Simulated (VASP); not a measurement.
# N in VASP: notebook

N is run at these levels: PBEsol; tasks: single point.

Program: VASP 6.6.1. These are calculated values, not measurements. Logs are shortened: lines on timing, memory, paths and dates and some standing lists are left out, and cuts for length are marked.

### 1 The cell of the first run

Symmetry: P2_13, No. 198, cubic system. Conventional cell: a = 5.573 Å, b = 5.573 Å, c = 5.573 Å, α = 90.00°, β = 90.00°, γ = 90.00°. N (site symmetry 3) has 12 N at 3.73 to 4.20 Å within 4.9 Å.

### 2 Single point, PBEsol (43.26 Å³/atom)

INCAR

```
PREC = Accurate
ENCUT = 520
EDIFF = 1E-7
ISMEAR = -1
SIGMA = 0.02
LREAL = F
LASPH = T
NELM = 60
ALGO = Normal
ISIF = 2
LWAVE = F
LCHARG = T
GGA = PS
LELF = T
LVHAR = T
NBANDS = 18
```

KPOINTS

```
Automatic mesh
0
Gamma
  4 4 4
```

POSCAR

```
N
1.0
    5.5726528032      0.0000000000      0.0000000000
    0.0000000000      5.5726528032      0.0000000000
    0.0000000000      0.0000000000      5.5726528032
N
4
Direct
    0.0300000000      0.0300000000      0.0300000000
    0.4700000000      0.9700000000      0.5300000000
    0.5300000000      0.4700000000      0.9700000000
    0.9700000000      0.5300000000      0.4700000000
```

Potentials or basis: VASP PAW PBE potentials, release 64 (N).

The run is started by

```bash
$ cat potpaw_PBE.64/N/POTCAR > POTCAR
$ mpirun -np 1 vasp_std > vasp.out
```

OUTCAR:

```text
PREC = Accurate
   ENCUT = 520
   EDIFF = 1E-7
   ISMEAR = -1
   LREAL = F
   LASPH = T
   NELM = 60
   ISIF = 2
   GGA = PS

 ion  position               nearest neighbor table
   1  0.030  0.030  0.030-
   2  0.470  0.970  0.530-
   3  0.530  0.470  0.970-
   4  0.970  0.530  0.470-

  LATTYP: Found a simple cubic cell.
 ALAT       =     5.5726528032

  Lattice vectors:

 A1 = (   5.5726528032,   0.0000000000,   0.0000000000)
 A2 = (   0.0000000000,   5.5726528032,   0.0000000000)
 A3 = (   0.0000000000,   0.0000000000,   5.5726528032)

Analysis of symmetry for initial positions (statically):
=====================================================================
 Subroutine PRICEL returns:
 Original cell was already a primitive cell.

 Routine SETGRP: Setting up the symmetry group for a
 simple cubic supercell.

 Subroutine GETGRP returns: Found 12 space group operations
 (whereof  3 operations were pure point group operations)
 out of a pool of 48 trial point group operations.

The static configuration has the point symmetry C_3 .
 The point group associated with its full space group is T   .

Analysis of symmetry for dynamics (positions and initial velocities):
=====================================================================
 Subroutine PRICEL returns:
 Original cell was already a primitive cell.

 Routine SETGRP: Setting up the symmetry group for a
 simple cubic supercell.

 Subroutine GETGRP returns: Found 12 space group operations
 (whereof  3 operations were pure point group operations)
 out of a pool of 48 trial point group operations.

The dynamic configuration has the point symmetry C_3 .
 The point group associated with its full space group is T   .

 Subroutine INISYM returns: Found 12 space group operations
 (whereof  3 operations are pure point group operations),
 and found     1 'primitive' translations

----------------------------------------------------------------------------------------

                                     Primitive cell

  volume of cell :     173.0557

  direct lattice vectors                    reciprocal lattice vectors
     5.572652803  0.000000000  0.000000000     0.179447749  0.000000000  0.000000000
     0.000000000  5.572652803  0.000000000     0.000000000  0.179447749  0.000000000
     0.000000000  0.000000000  5.572652803     0.000000000  0.000000000  0.179447749

[... 72 lines left out ...]
   NELM   =     60;   NELMIN=  2; NELMDL= -5     # of ELM steps
   EDIFF  = 0.1E-06   stopping-criterion for ELM
   LREAL  =      F    real-space projection
   EDIFFG = 0.1E-05   stopping-criterion for IOM
   NSW    =      0    number of steps for IOM
   IBRION =     -1    ionic relax: 0-MD 1-quasi-New 2-CG
   NFREE  =      0    steps in history (QN), initial steepest desc. (CG)
   ISIF   =      2    stress and relaxation
   ISYM   =      2    0-nonsym 1-usesym 2-fastsym
   POTIM  = 0.5000    time-step for ionic-motion
   TEBEG  =    0.0;   TEEND  =   0.0 temperature during run
   PSTRESS=    0.0 pullay stress
   NELECT =      20.0000    total number of electrons
   NUPDOWN=      -1.0000    fix difference up-down
   EMIN   =  10.00;   EMAX   =-10.00  energy-range for DOS
   EFERMI =   0.00;   METHOD = LEGACY
   ISMEAR =    -1;   SIGMA  =   0.02  broadening in eV -4-tet -1-fermi 0-gaus
   EFERMI_NEDOS =   21; number of points for ismear=-14 and -15
   IALGO  =     38    algorithm
   IMIX   =      4    mixing-type and parameters
     AMIX     =   0.40;   BMIX     =  1.00
     AMIX_MAG =   1.60;   BMIX_MAG =  1.00
  volume/ion in A,a.u.               =      43.26       291.96
  Fermi-wavevector in a.u.,A,eV,Ry     =   0.797424  1.506914  8.651749  0.635886
  Thomas-Fermi vector in A             =   1.904139
   LORBIT       =      0    0 simple, 1 ext, 2 COOP (PROOUT), +10 PAW based schemes
   GGA     = PS    functional components
   LHFCALC =     F    Hartree Fock is set to
   AEXX    =    0.0000 exact exchange contribution
   IVDW    =     0    specifies the selected vdW correction
   LEPSILON=     F    determine dielectric tensor
   LRPA    =     F    only Hartree local field effects (RPA)
 non-spin polarized calculation
  energy-cutoff  :      520.00
  volume of cell :      173.06
 maximum number of plane-waves:      4700
 NGX is ok and might be reduce to    42
   NGX = 21   NGY = 21   NGZ = 21

 number of electron      20.0000008 magnetization

 Free energy of the ion-electron system (eV)
  ---------------------------------------------------
  ext. energy  EPLUGINS =         0.00000000
  ---------------------------------------------------
  free energy    TOTEN  =        -2.75265442 eV

  energy without entropy =       -2.71652509  energy(sigma->0) =       -2.73458975

 E-fermi :  -5.3817     XC(G=0):  -5.2299

 val. band max:       -5.3833621837   @ k =   0.5000   0.5000   0.0000
 cond. band min:      -5.3760196871   @ k =   0.2500   0.2500   0.0000
 fundamental gap:      0.0073424966
 Fermi energy:        -5.3816783811

 k-point     1 :       0.0000    0.0000    0.0000
  band No.  band energies     occupation
      1     -17.0734      2.00000
      2     -16.8482      2.00000
      3     -16.8482      2.00000
      4     -16.8482      2.00000
      5      -5.8904      2.00000
      6      -5.8904      2.00000
[... 208 lines left out ...]
      5      -5.9865      2.00000
      6      -5.9865      2.00000
[... 10 lines left out ...]
     17       4.4026      0.00000
     18       4.4026      0.00000

------------------------ aborting loop because EDIFF is reached ----------------------------------------

  FORCE on cell =-STRESS in cart. coord.  units (eV):
  Direction    XX          YY          ZZ          XY          YZ          ZX
  --------------------------------------------------------------------------------------
  -------------------------------------------------------------------------------------
  Total       -4.9505253     -4.9505253     -4.9505253      0.0000000      0.0000000      0.0000000
  in kB      -45.8327496    -45.8327496    -45.8327496      0.0000000      0.0000000      0.0000000
  external PRESSURE =     -45.8327496 kB  Pullay stress =       0.0000000 kB

 VOLUME and BASIS-vectors are now :
 -----------------------------------------------------------------------------
  energy-cutoff  :      520.00
  volume of cell :      173.06
      direct lattice vectors                 reciprocal lattice vectors
     5.572652803  0.000000000  0.000000000     0.179447749  0.000000000  0.000000000
     0.000000000  5.572652803  0.000000000     0.000000000  0.179447749  0.000000000
     0.000000000  0.000000000  5.572652803     0.000000000  0.000000000  0.179447749

 POSITION                                       TOTAL-FORCE (eV/Angst)
 -----------------------------------------------------------------------------------
      0.16718      0.16718      0.16718         0.242510      0.242510      0.242510
      2.61915      5.40547      2.95351        -0.242510     -0.242510      0.242510
      2.95351      2.61915      5.40547         0.242510     -0.242510     -0.242510
      5.40547      2.95351      2.61915        -0.242510      0.242510     -0.242510
 -----------------------------------------------------------------------------------
    total drift:                                0.000000      0.000000      0.000000

  FREE ENERGIE OF THE ION-ELECTRON SYSTEM (eV)
  ---------------------------------------------------
  free  energy   TOTEN  =        -2.7526544191 eV

  energy  without entropy=       -2.7165250882  energy(sigma->0) =       -2.73458975
```

stdout:

```text
POSCAR found type information on POSCAR N
 POSCAR found :  1 types and       4 ions
 scaLAPACK will be used
 -----------------------------------------------------------------------------
|                                                                             |
|                                                                             |
|     You enforced a specific xc type in the INCAR file but a different       |
|     I HOPE YOU KNOW WHAT YOU ARE DOING!                                     |
|                                                                             |
 -----------------------------------------------------------------------------

 LDA part: xc-table for (Slater+PW92), standard interpolation
 POSCAR, INCAR and KPOINTS ok, starting setup
 FFT: planning ... GRIDC
 FFT: planning ... GRID_SOFT
 FFT: planning ... GRID
 WAVECAR not read
 entering main loop
```

It took 33 s on 1 thread of Intel Xeon Platinum 8259CL at 2.50GHz (Skylake/Cascade Lake), shared host; peak memory 0.25 GiB.

Results:

| Quantity | Value |
| --- | --- |
| Free energy | -2.7527 eV |
| Pressure | -4.6 GPa |
| Largest force | 0.420 eV/Å |
| Band gap on the k mesh | zero (bands 10 and 11 overlap by 0.17 eV) |

Forces in eV/Å, atoms in the order of the input:
```
N    0.243  0.243  0.243
N   -0.243 -0.243  0.243
N    0.243 -0.243 -0.243
N   -0.243  0.243 -0.243
```

Caveat: the cell stands under tension; the PAW data sets were made with another functional, which shifts forces and pressure a little.

(Continued in part 2 of 2.)
